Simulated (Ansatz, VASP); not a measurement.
One calculation of Rh, two programs

```
CELL_PARAMETERS angstrom
1.91497 -1.91497 0.00000
1.91497 0.00000 -1.91497
8.52589 8.52589 8.52589
ATOMIC_POSITIONS crystal
Rh 0.66667 0.66667 0.07485
Rh 0.00000 0.00000 0.82354
Rh 0.33333 0.33333 0.22459
Rh 0.66667 0.66667 0.52407
Rh 0.00000 0.00000 0.37433
Rh 0.33333 0.33333 0.67380
```

Alike in both runs: task single point; functional PBE; k mesh 25 × 25 × 5; occupations gaussian, width 0.15 eV; no spin polarisation.

|  | VASP | Ansatz |
| --- | --- | --- |
| version | VASP 6.6.1 | Ansatz 0.2.0 |
| potentials or method | VASP PAW PBE potentials, release 64 (Rh_pv), cutoff 520 eV | scalar-relativistic, plane waves, PAW |
| valence electrons in the cell | 90 | 102 |

```tsv
	VASP	Ansatz	Ansatz less VASP
gap on the k mesh at the Fermi level (eV)	none	none	-
pressure (GPa)	-4.6	-4.7	-0.03
traceless stress, the component that is largest in VASP (GPa)	-0.76	-0.76	+0.001
rms of the force components (eV/Å)	0.113	0.112	-0.0008
```

Atom by atom the forces differ by 0.001 eV/Å (rms over components). A gap of «none» marks a metal or a gap that the smearing closes. VASP's potentials hold 90 valence electrons a cell and Ansatz's 102, so a difference there can come from the potentials and not from the codes.
